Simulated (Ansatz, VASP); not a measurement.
# Two plane-wave programs on Li

```
CELL_PARAMETERS angstrom
1.53831 -2.46467 0.00000
1.53831 2.46467 0.00000
0.00000 0.00000 2.64119
ATOMIC_POSITIONS crystal
Li 0.50000 0.50000 0.00000
```

Alike in both runs: task relaxation of cell and atoms; functional PBE; k mesh 22 × 22 × 22; occupations gaussian, width 0.1 eV; no spin polarisation.

|  | VASP | Ansatz |
| --- | --- | --- |
| version | VASP 6.6.1 | Ansatz 0.2.0 |
| potentials or method | VASP PAW PBE potentials, release 64 (Li_sv), cutoff 600 eV | scalar-relativistic, plane waves, PAW |
| valence electrons in the cell | 3 | 3 |

|  | VASP | Ansatz | Ansatz less VASP |
| --- | --- | --- | --- |
| gap on the k mesh at the Fermi level, each at its own relaxed structure (eV) | none | none | - |
| relaxed volume (Å³/atom) | 20.12 | 20.27 | +0.142 |
| relaxed cell length with the largest relative difference (Å) | 2.708 | 2.715 | +0.0070 |

A gap of «none» marks a metal or a gap that the smearing closes.

Noted on VASP's run: the cutoff is short for stress, so the pressure is rough.
